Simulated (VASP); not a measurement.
# Bi (Pm-3m) in VASP: further runs, part 2 of 3

VASP 6.6.1. The steps go on from the part before.

**5. Single point, PBEsol (volume scaled by 1.08)**

Contents of INCAR:

```
SYSTEM = Bi
  ALGO = Normal
  EDIFF = 1E-6
  ENCUT = 520
  GGA = PS
  ISIF = 2
  ISMEAR = -1
  LASPH = .True.
  LCHARG = .False.
  LREAL = .False.
  LWAVE = .False.
  NBANDS = 14
  NELM = 60
  PREC = Accurate
  SIGMA = 0.1
```

Contents of KPOINTS:

```
k-points
0
Gamma
  11 11 11
  0 0 0
```

Contents of POSCAR:

```
Bi
1.0
    3.3059359032      0.0000000000      0.0000000000
    0.0000000000      3.3059359032      0.0000000000
    0.0000000000      0.0000000000      3.3059359032
Bi
1
Direct
    0.0000000000      0.0000000000      0.0000000000
```

Potentials or basis: VASP PAW PBE potentials, release 64 (Bi_d).

Command:

```bash
cat potpaw_PBE.64/Bi_d/POTCAR > POTCAR
mpirun -np 1 vasp_std > vasp.out
```

OUTCAR:

```text
SYSTEM = Bi
   EDIFF = 1E-6
   ENCUT = 520
   GGA = PS
   ISIF = 2
   ISMEAR = -1
   LASPH = .True.
   LREAL = .False.
   NELM = 60
   PREC = Accurate

 ion  position               nearest neighbor table
   1  0.000  0.000  0.000-

  LATTYP: Found a simple cubic cell.
 ALAT       =     3.3059359032

  Lattice vectors:

 A1 = (   3.3059359032,   0.0000000000,   0.0000000000)
 A2 = (   0.0000000000,   3.3059359032,   0.0000000000)
 A3 = (   0.0000000000,   0.0000000000,   3.3059359032)

Analysis of symmetry for initial positions (statically):
=====================================================================
 Subroutine PRICEL returns:
 Original cell was already a primitive cell.

 Routine SETGRP: Setting up the symmetry group for a
 simple cubic supercell.

 Subroutine GETGRP returns: Found 48 space group operations
 (whereof 48 operations were pure point group operations)
 out of a pool of 48 trial point group operations.

The static configuration has the point symmetry O_h .

Analysis of symmetry for dynamics (positions and initial velocities):
=====================================================================
 Subroutine PRICEL returns:
 Original cell was already a primitive cell.

 Routine SETGRP: Setting up the symmetry group for a
 simple cubic supercell.

 Subroutine GETGRP returns: Found 48 space group operations
 (whereof 48 operations were pure point group operations)
 out of a pool of 48 trial point group operations.

The dynamic configuration has the point symmetry O_h .

 Subroutine INISYM returns: Found 48 space group operations
 (whereof 48 operations are pure point group operations),
 and found     1 'primitive' translations

----------------------------------------------------------------------------------------

                                     Primitive cell

  volume of cell :      36.1313

  direct lattice vectors                    reciprocal lattice vectors
     3.305935903  0.000000000  0.000000000     0.302486203  0.000000000  0.000000000
     0.000000000  3.305935903  0.000000000     0.000000000  0.302486203  0.000000000
     0.000000000  0.000000000  3.305935903     0.000000000  0.000000000  0.302486203

  length of vectors
     3.305935903  3.305935903  3.305935903     0.302486203  0.302486203  0.302486203

  position of ions in fractional coordinates (direct lattice)
     0.000000000  0.000000000  0.000000000

  ion indices of the primitive-cell ions
   primitive index   ion index
                 1           1

----------------------------------------------------------------------------------------

 KPOINTS: k-points

Automatic generation of k-mesh.
 Grid dimensions read from file:
 generate k-points for:   11   11   11

 Generating k-lattice:

  Cartesian coordinates                     Fractional coordinates (reciprocal lattice)
     0.027498746  0.000000000  0.000000000     0.090909091  0.000000000  0.000000000
     0.000000000  0.027498746  0.000000000     0.000000000  0.090909091  0.000000000
     0.000000000  0.000000000  0.027498746     0.000000000  0.000000000  0.090909091

  Length of vectors
     0.027498746  0.027498746  0.027498746

  Shift w.r.t. Gamma in fractional coordinates (k-lattice)
     0.000000000  0.000000000  0.000000000

 Subroutine IBZKPT returns following result:
 ===========================================

 Found     56 irreducible k-points:

 Following reciprocal coordinates:
            Coordinates               Weight
  0.000000  0.000000  0.000000      1.000000
  0.090909  0.000000  0.000000      6.000000
  0.181818  0.000000  0.000000      6.000000
  0.272727  0.000000  0.000000      6.000000
  0.363636  0.000000  0.000000      6.000000
  0.454545  0.000000  0.000000      6.000000
[... 16 lines left out ...]
  0.181818  0.090909  0.090909     24.000000
  0.272727  0.090909  0.090909     24.000000
 [... further k-points ...]
   k-points           NKPTS =     56   k-points in BZ     NKDIM =     56   number of bands    NBANDS=     14
   number of dos      NEDOS =    301   number of ions     NIONS =      1
   total plane-waves  NPLWV =  21952
   dimension x,y,z NGX =    28 NGY =   28 NGZ =   28
   dimension x,y,z NGXF=    56 NGYF=   56 NGZF=   56
   ions per type =               1
   NGX,Y,Z   is equivalent  to a cutoff of  14.08, 14.08, 14.08 a.u.
   NGXF,Y,Z  is equivalent  to a cutoff of  28.16, 28.16, 28.16 a.u.
 SYSTEM =  Bi
   PREC   = accura    normal or accurate (medium, high low for compatibility)
   ISTART =      0    job   : 0-new  1-cont  2-samecut
   ICHARG =      2    charge: 1-file 2-atom 10-const
   ISPIN  =      1    spin polarized calculation?
   LNONCOLLINEAR =      F non collinear calculations
   LSORBIT =      F    spin-orbit coupling
   LASPH  =      T    aspherical Exc in radial PAW
   ENCUT  =  520.0 eV  38.22 Ry    6.18 a.u.   6.15  6.15  6.15*2*pi/ulx,y,z
   NELM   =     60;   NELMIN=  2; NELMDL= -5     # of ELM steps
   EDIFF  = 0.1E-05   stopping-criterion for ELM
   LREAL  =      F    real-space projection
   EDIFFG = 0.1E-04   stopping-criterion for IOM
   NSW    =      0    number of steps for IOM
   IBRION =     -1    ionic relax: 0-MD 1-quasi-New 2-CG
   NFREE  =      0    steps in history (QN), initial steepest desc. (CG)
   ISIF   =      2    stress and relaxation
   ISYM   =      2    0-nonsym 1-usesym 2-fastsym
   POTIM  = 0.5000    time-step for ionic-motion
   TEBEG  =    0.0;   TEEND  =   0.0 temperature during run
   PSTRESS=    0.0 pullay stress
   NELECT =      15.0000    total number of electrons
   NUPDOWN=      -1.0000    fix difference up-down
   EMIN   =  10.00;   EMAX   =-10.00  energy-range for DOS
   EFERMI =   0.00;   METHOD = LEGACY
   ISMEAR =    -1;   SIGMA  =   0.10  broadening in eV -4-tet -1-fermi 0-gaus
   EFERMI_NEDOS =   21; number of points for ismear=-14 and -15
   IALGO  =     38    algorithm
   IMIX   =      4    mixing-type and parameters
     AMIX     =   0.40;   BMIX     =  1.00
     AMIX_MAG =   1.60;   BMIX_MAG =  1.00
  volume/ion in A,a.u.               =      36.13       243.83
  Fermi-wavevector in a.u.,A,eV,Ry     =   1.221268  2.307861 20.293014  1.491494
  Thomas-Fermi vector in A             =   2.356456
   LORBIT       =      0    0 simple, 1 ext, 2 COOP (PROOUT), +10 PAW based schemes
   GGA     = PS    functional components
   LHFCALC =     F    Hartree Fock is set to
   AEXX    =    0.0000 exact exchange contribution
   IVDW    =     0    specifies the selected vdW correction
   LEPSILON=     F    determine dielectric tensor
   LRPA    =     F    only Hartree local field effects (RPA)
 non-spin polarized calculation
  energy-cutoff  :      520.00
  volume of cell :       36.13
 maximum number of plane-waves:       987
 NGX is ok and might be reduce to    28
   NGX = 13   NGY = 13   NGZ = 13

 number of electron      15.0000005 magnetization

 Free energy of the ion-electron system (eV)
  ---------------------------------------------------
  ext. energy  EPLUGINS =         0.00000000
  ---------------------------------------------------
  free energy    TOTEN  =        -4.24675852 eV

  energy without entropy =       -4.22408920  energy(sigma->0) =       -4.23542386

 E-fermi :   5.7887     XC(G=0):  -9.6152

 val. band max:        5.6890523155   @ k =   0.1818   0.0909   0.0000
 cond. band min:       5.7907981608   @ k =   0.1818   0.0909   0.0909
 fundamental gap:      0.1017458452
 Fermi energy:         5.7886773109

 k-point     1 :       0.0000    0.0000    0.0000
  band No.  band energies     occupation
      1     -16.9580      2.00000
      2     -16.9580      2.00000
      3     -16.6828      2.00000
      4     -16.6828      2.00000
      5     -16.6828      2.00000
      6      -6.9615      2.00000
      7       8.8647      0.00000
      8       8.8647      0.00000
      9       8.8647      0.00000
     10      11.8200      0.00000
     11      13.5340      0.00000
     12      13.5340      0.00000
     13      22.6018      0.00000
     14      22.6018      0.00000
[... 375 lines left out ...]
 k-point    24 :       0.2727    0.0909    0.0909
  band No.  band energies     occupation
      1     -16.9234      2.00000
      2     -16.8129      2.00000
      3     -16.7297      2.00000
      4     -16.7291      2.00000
      5     -16.6909      2.00000
      6      -5.9675      2.00000
      7       3.9021      2.00000
      8       8.5062      0.00000
      9       8.7011      0.00000
     10      14.6501      0.00000
     11      15.4413      0.00000
     12      17.3068      0.00000
     13      17.5598      0.00000
     14      20.2129      0.00000

 [... further k-points ...]
[... 5 lines left out ...]
  --------------------------------------------------------------------------------------
  -------------------------------------------------------------------------------------
  Total       -0.7557063     -0.7557063     -0.7557063     -0.0000000      0.0000000      0.0000000
  in kB      -33.5104580    -33.5104580    -33.5104580     -0.0000000      0.0000000      0.0000000
  external PRESSURE =     -33.5104580 kB  Pullay stress =       0.0000000 kB

 VOLUME and BASIS-vectors are now :
 -----------------------------------------------------------------------------
  energy-cutoff  :      520.00
  volume of cell :       36.13
      direct lattice vectors                 reciprocal lattice vectors
     3.305935903  0.000000000  0.000000000     0.302486203  0.000000000  0.000000000
     0.000000000  3.305935903  0.000000000     0.000000000  0.302486203  0.000000000
     0.000000000  0.000000000  3.305935903     0.000000000  0.000000000  0.302486203

 POSITION                                       TOTAL-FORCE (eV/Angst)
 -----------------------------------------------------------------------------------
      0.00000      0.00000      0.00000         0.000000      0.000000      0.000000
 -----------------------------------------------------------------------------------
    total drift:                               -0.000000     -0.000000     -0.000000

  FREE ENERGIE OF THE ION-ELECTRON SYSTEM (eV)
  ---------------------------------------------------
  free  energy   TOTEN  =        -4.2467585153 eV

  energy  without entropy=       -4.2240891963  energy(sigma->0) =       -4.23542386
```

It took 20 s on 1 thread of Intel Xeon Platinum 8259CL at 2.50GHz (Skylake/Cascade Lake), shared host; peak memory 0.16 GiB.

Results:

```
Free energy : -4.2468 eV
Pressure    : -3.4 GPa
```

Caveat: the PAW data sets were made with another functional, which shifts forces and pressure a little; spin-orbit coupling is left out, which moves the levels of the heavy elements.

(Continued in part 3 of 3.)
